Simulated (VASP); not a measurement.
# SiC (Imm2) in VASP: single point with PBE

Aim: the single point of SiC with PBE.

Everything below comes from runs of VASP 6.6.1. Logs are shortened: lines on timing, memory, paths and dates and some standing lists are left out, and cuts for length are marked.

**1. The cell of the first run**

Symmetry: Imm2, No. 44, orthorhombic system. Conventional cell: a = 3.097 Å, b = 3.097 Å, c = 4.380 Å, α = 90.00°, β = 90.00°, γ = 90.00°. Si (site symmetry mm2) has 4 C at 1.88 to 1.92 Å within 2.5 Å. C (site symmetry mm2) has 4 Si at 1.88 to 1.92 Å within 2.5 Å.

**2. Single point, PBE**

The input, INCAR:

```
SYSTEM = SiC
PREC     = Accurate       ! precision mode
ENCUT    = 600            ! plane-wave cutoff, eV
EDIFF    = 1E-6           ! SCF threshold, eV
ISMEAR   = 0              ! smearing method
SIGMA    = 0.01           ! smearing width, eV
LREAL    = .FALSE.        ! projectors in reciprocal space
LASPH    = .TRUE.         ! aspherical terms in the spheres
NELM     = 120            ! most SCF steps
ALGO     = Normal         ! electronic algorithm
ISIF     = 2              ! what is computed and relaxed
LWAVE    = .FALSE.        ! write WAVECAR
LCHARG   = .TRUE.         ! write CHGCAR
GGA      = PE             ! functional
LELF     = .TRUE.         ! ELF
LVHAR    = .TRUE.       
NBANDS   = 11             ! bands
GGA_COMPAT= .FALSE.
```

The input, KPOINTS:

```
Automatic mesh
0
G
  6 6 6
  0 0 0
```

The input, POSCAR:

```
SiC
1.0
    0.0000000000      2.1900000000      2.1900000000
    2.1900000000      0.0000000000      2.1900000000
    2.1900000000      2.1900000000      0.0000000000
Si C
1 1
Direct
    0.0024410161     -0.0024410161     -0.0024410161
    0.2442922374      0.2557077626      0.2557077626
```

Potentials or basis: VASP PAW PBE potentials, release 64 (Si, C).

Started as:

```bash
> cat potpaw_PBE.64/Si/POTCAR potpaw_PBE.64/C/POTCAR > POTCAR
> mpirun -np 1 vasp_std > vasp.out
```

OUTCAR:

```text
SYSTEM = SiC
   PREC = Accurate
   ENCUT = 600
   EDIFF = 1E-6
   ISMEAR = 0
   LREAL = .FALSE.
   LASPH = .TRUE.
   NELM = 120
   ISIF = 2
   GGA = PE

 ion  position               nearest neighbor table
   1  0.002  0.998  0.998-   2 1.88   2 1.88   2 1.92   2 1.92
   2  0.244  0.256  0.256-   1 1.88   1 1.88   1 1.92   1 1.92

  LATTYP: Found a face centered cubic cell.
 ALAT       =     4.3800000000

  Lattice vectors:

 A1 = (   0.0000000000,   2.1900000000,   2.1900000000)
 A2 = (   2.1900000000,   0.0000000000,   2.1900000000)
 A3 = (   2.1900000000,   2.1900000000,   0.0000000000)

Analysis of symmetry for initial positions (statically):
=====================================================================
 Subroutine PRICEL returns:
 Original cell was already a primitive cell.

 Routine SETGRP: Setting up the symmetry group for a
 face centered cubic supercell.

 Subroutine GETGRP returns: Found  4 space group operations
 (whereof  4 operations were pure point group operations)
 out of a pool of 48 trial point group operations.

The static configuration has the point symmetry C_2v.

Analysis of symmetry for dynamics (positions and initial velocities):
=====================================================================
 Subroutine PRICEL returns:
 Original cell was already a primitive cell.

 Routine SETGRP: Setting up the symmetry group for a
 face centered cubic supercell.

 Subroutine GETGRP returns: Found  4 space group operations
 (whereof  4 operations were pure point group operations)
 out of a pool of 48 trial point group operations.

The dynamic configuration has the point symmetry C_2v.

 Subroutine INISYM returns: Found  4 space group operations
 (whereof  4 operations are pure point group operations),
 and found     1 'primitive' translations

----------------------------------------------------------------------------------------

                                     Primitive cell

  volume of cell :      21.0069

  direct lattice vectors                    reciprocal lattice vectors
     0.000000000  2.190000000  2.190000000    -0.228310502  0.228310502  0.228310502
     2.190000000  0.000000000  2.190000000     0.228310502 -0.228310502  0.228310502
     2.190000000  2.190000000  0.000000000     0.228310502  0.228310502 -0.228310502

  length of vectors
     3.097127702  3.097127702  3.097127702     0.395445390  0.395445390  0.395445390

  position of ions in fractional coordinates (direct lattice)
     0.002441016  0.997558984  0.997558984
     0.244292237  0.255707763  0.255707763

  ion indices of the primitive-cell ions
   primitive index   ion index
                 1           1
                 2           2

----------------------------------------------------------------------------------------

 KPOINTS: Automatic mesh

Automatic generation of k-mesh.
 Grid dimensions read from file:
 generate k-points for:    6    6    6

 Generating k-lattice:

  Cartesian coordinates                     Fractional coordinates (reciprocal lattice)
    -0.038051750  0.038051750  0.038051750     0.166666667  0.000000000  0.000000000
     0.038051750 -0.038051750  0.038051750     0.000000000  0.166666667  0.000000000
     0.038051750  0.038051750 -0.038051750     0.000000000  0.000000000  0.166666667

  Length of vectors
     0.065907565  0.065907565  0.065907565

  Shift w.r.t. Gamma in fractional coordinates (k-lattice)
     0.000000000  0.000000000  0.000000000

 Subroutine IBZKPT returns following result:
 ===========================================

 Found     46 irreducible k-points:

 Following reciprocal coordinates:
            Coordinates               Weight
  0.000000  0.000000  0.000000      1.000000
  0.166667  0.000000  0.000000      4.000000
  0.000000  0.166667  0.000000      4.000000
  0.333333  0.000000  0.000000      4.000000
  0.000000  0.333333  0.000000      4.000000
  0.500000  0.000000  0.000000      2.000000
[... 16 lines left out ...]
  0.000000 -0.166667  0.166667      2.000000
 -0.333333 -0.166667 -0.166667      2.000000
 [... further k-points ...]
   k-points           NKPTS =     46   k-points in BZ     NKDIM =     46   number of bands    NBANDS=     11
   number of dos      NEDOS =    301   number of ions     NIONS =      2
   total plane-waves  NPLWV =  21952
   dimension x,y,z NGX =    28 NGY =   28 NGZ =   28
   dimension x,y,z NGXF=    56 NGYF=   56 NGZF=   56
   ions per type =               1   1
   NGX,Y,Z   is equivalent  to a cutoff of  15.03, 15.03, 15.03 a.u.
   NGXF,Y,Z  is equivalent  to a cutoff of  30.06, 30.06, 30.06 a.u.
 SYSTEM =  SiC
   PREC   = accura    normal or accurate (medium, high low for compatibility)
   ISTART =      0    job   : 0-new  1-cont  2-samecut
   ICHARG =      2    charge: 1-file 2-atom 10-const
   ISPIN  =      1    spin polarized calculation?
   LNONCOLLINEAR =      F non collinear calculations
   LSORBIT =      F    spin-orbit coupling
   LASPH  =      T    aspherical Exc in radial PAW
   ENCUT  =  600.0 eV  44.10 Ry    6.64 a.u.   6.19  6.19  6.19*2*pi/ulx,y,z
   NELM   =    120;   NELMIN=  2; NELMDL= -5     # of ELM steps
   EDIFF  = 0.1E-05   stopping-criterion for ELM
   LREAL  =      F    real-space projection
   EDIFFG = 0.1E-04   stopping-criterion for IOM
   NSW    =      0    number of steps for IOM
   IBRION =     -1    ionic relax: 0-MD 1-quasi-New 2-CG
   NFREE  =      0    steps in history (QN), initial steepest desc. (CG)
   ISIF   =      2    stress and relaxation
   ISYM   =      2    0-nonsym 1-usesym 2-fastsym
   POTIM  = 0.5000    time-step for ionic-motion
   TEBEG  =    0.0;   TEEND  =   0.0 temperature during run
   PSTRESS=    0.0 pullay stress
   NELECT =       8.0000    total number of electrons
   NUPDOWN=      -1.0000    fix difference up-down
   EMIN   =  10.00;   EMAX   =-10.00  energy-range for DOS
   EFERMI =   0.00;   METHOD = LEGACY
   ISMEAR =     0;   SIGMA  =   0.01  broadening in eV -4-tet -1-fermi 0-gaus
   EFERMI_NEDOS =   21; number of points for ismear=-14 and -15
   IALGO  =     38    algorithm
   IMIX   =      4    mixing-type and parameters
     AMIX     =   0.40;   BMIX     =  1.00
     AMIX_MAG =   1.60;   BMIX_MAG =  1.00
  volume/ion in A,a.u.               =      10.50        70.88
  Fermi-wavevector in a.u.,A,eV,Ry     =   1.186636  2.242416 19.158419  1.408104
  Thomas-Fermi vector in A             =   2.322804
   LORBIT       =      0    0 simple, 1 ext, 2 COOP (PROOUT), +10 PAW based schemes
   GGA     = PE    functional components
   LHFCALC =     F    Hartree Fock is set to
   AEXX    =    0.0000 exact exchange contribution
   IVDW    =     0    specifies the selected vdW correction
   LEPSILON=     F    determine dielectric tensor
   LRPA    =     F    only Hartree local field effects (RPA)
 non-spin polarized calculation
 Gauss-broadening in eV      SIGMA  =   0.01
  energy-cutoff  :      600.00
  volume of cell :       21.01
 maximum number of plane-waves:       725
 NGX is ok and might be reduce to    28
   NGX = 13   NGY = 13   NGZ = 13

 number of electron       8.0000000 magnetization

 Free energy of the ion-electron system (eV)
  ---------------------------------------------------
  ext. energy  EPLUGINS =         0.00000000
  ---------------------------------------------------
  free energy    TOTEN  =       -15.03976801 eV

  energy without entropy =      -15.03976801  energy(sigma->0) =      -15.03976801

 E-fermi :   8.1598     XC(G=0): -11.2883

 val. band max:        8.1102256637   @ k =   0.0000   0.0000   0.0000
 cond. band min:       9.3065042768   @ k =   0.5000   0.5000   0.0000
 fundamental gap:      1.1962786131
 Fermi energy:         8.1597581945

 k-point     1 :       0.0000    0.0000    0.0000
  band No.  band energies     occupation
      1      -7.3443      2.00000
      2       7.7715      2.00000
      3       7.9476      2.00000
      4       8.1102      2.00000
      5      13.9945      0.00000
      6      15.0733      0.00000
      7      15.1409      0.00000
      8      15.2202      0.00000
      9      22.3553      0.00000
     10      22.3558      0.00000
     11      24.1811      0.00000

 k-point     2 :       0.1667    0.0000    0.0000
  band No.  band energies     occupation
      1      -6.8127      2.00000
      2       5.6537      2.00000
      3       7.4533      2.00000
      4       7.6831      2.00000
      5      14.1419      0.00000
      6      15.5625      0.00000
      7      15.7389      0.00000
      8      16.1574      0.00000
      9      20.8786      0.00000
     10      20.9157      0.00000
     11      23.4236      0.00000

 k-point     3 :       0.0000    0.1667    0.0000
  band No.  band energies     occupation
      1      -6.8103      2.00000
      2       5.5044      2.00000
      3       7.5577      2.00000
      4       7.7712      2.00000
      5      14.1428      0.00000
      6      15.5852      0.00000
      7      15.7394      0.00000
      8      16.1664      0.00000
      9      20.7828      0.00000
     10      20.8035      0.00000
     11      23.5385      0.00000

 k-point     4 :       0.3333    0.0000    0.0000
  band No.  band energies     occupation
      1      -5.3133      2.00000
      2       1.8703      2.00000
      3       6.9525      2.00000
      4       7.1794      2.00000
      5      13.4862      0.00000
      6      15.3423      0.00000
      7      15.6026      0.00000
      8      17.7612      0.00000
      9      22.1144      0.00000
     10      22.2500      0.00000
     11      23.0213      0.00000
[... 239 lines left out ...]
 k-point    22 :      -0.1667    0.1667    0.0000
  band No.  band energies     occupation
      1      -5.9473      2.00000
      2       4.0498      2.00000
      3       5.5266      2.00000
      4       7.5726      2.00000
      5      14.8590      0.00000
      6      15.3861      0.00000
      7      15.9242      0.00000
      8      16.7641      0.00000
      9      19.2784      0.00000
     10      22.4087      0.00000
     11      26.4247      0.00000

 k-point    23 :       0.0000   -0.1667    0.1667
  band No.  band energies     occupation
      1      -5.9419      2.00000
      2       3.9359      2.00000
      3       5.5400      2.00000
      4       7.7271      2.00000
      5      14.9377      0.00000
      6      15.3619      0.00000
      7      15.7833      0.00000
      8      16.8661      0.00000
      9      19.2613      0.00000
     10      22.2805      0.00000
     11      26.3436      0.00000

 k-point    24 :      -0.3333   -0.1667   -0.1667
  band No.  band energies     occupation
      1      -5.9527      2.00000
      2       4.1659      2.00000
      3       5.5303      2.00000
      4       7.3984      2.00000
      5      14.8114      0.00000
      6      15.4077      0.00000
      7      16.0346      0.00000
      8      16.6797      0.00000
      9      19.2712      0.00000
     10      22.5425      0.00000
     11      26.3241      0.00000

 [... further k-points ...]
[... 5 lines left out ...]
  --------------------------------------------------------------------------------------
  -------------------------------------------------------------------------------------
  Total       -0.0239932      0.0041607      0.0041607      0.0000000     -0.2663005      0.0000000
  in kB       -1.8299399      0.3173304      0.3173304      0.0000000    -20.3104787      0.0000000
  external PRESSURE =      -0.3984264 kB  Pullay stress =       0.0000000 kB

 VOLUME and BASIS-vectors are now :
 -----------------------------------------------------------------------------
  energy-cutoff  :      600.00
  volume of cell :       21.01
      direct lattice vectors                 reciprocal lattice vectors
     0.000000000  2.190000000  2.190000000    -0.228310502  0.228310502  0.228310502
     2.190000000  0.000000000  2.190000000     0.228310502 -0.228310502  0.228310502
     2.190000000  2.190000000  0.000000000     0.228310502  0.228310502 -0.228310502

 POSITION                                       TOTAL-FORCE (eV/Angst)
 -----------------------------------------------------------------------------------
      4.36931      2.19000      2.19000         0.662108      0.000000      0.000000
      1.12000      1.09500      1.09500        -0.662108     -0.000000     -0.000000
 -----------------------------------------------------------------------------------
    total drift:                               -0.000077     -0.000000     -0.000000

  FREE ENERGIE OF THE ION-ELECTRON SYSTEM (eV)
  ---------------------------------------------------
  free  energy   TOTEN  =       -15.0397680106 eV

  energy  without entropy=      -15.0397680106  energy(sigma->0) =      -15.03976801
```

Wall time 25 s (1 thread of Intel Xeon 8259CL, shared host); peak memory 0.15 GiB.

What came out:

```
Free energy            : -15.0398 eV
Pressure               : 0.0 GPa
Largest force          : 0.662 eV/Å
Band gap on the k mesh : 1.20 eV, indirect (least direct gap 4.43 eV)
```

Forces on the atoms (eV/Å):
```
Si   0.662  0.000  0.000
C   -0.662  0.000  0.000
```

Levels at points of the mesh, in eV from the valence-band top:
| k point | band 1 | band 2 | band 3 | band 4 | band 5 | band 6 | band 7 | band 8 |
| --- | --- | --- | --- | --- | --- | --- | --- | --- |
| (0.00, 0.00, 0.00) | -15.45 | -0.34 | -0.16 | 0.00 | 5.88 | 6.96 | 7.03 | 7.11 |
| (0.50, 0.00, 0.00) | -11.97 | -8.55 | -1.36 | -1.13 | 5.12 | 6.83 | 7.10 | 9.80 |
| (0.00, 0.50, 0.00) | -11.91 | -8.69 | -1.29 | -1.07 | 5.12 | 6.89 | 7.17 | 9.79 |
| (0.50, 0.50, 0.00) | -10.51 | -7.92 | -3.32 | -3.32 | 1.20 | 4.09 | 13.69 | 13.70 |
| (0.00, 0.50, 0.50) | -10.51 | -7.91 | -3.41 | -3.24 | 1.20 | 4.10 | 13.69 | 13.69 |
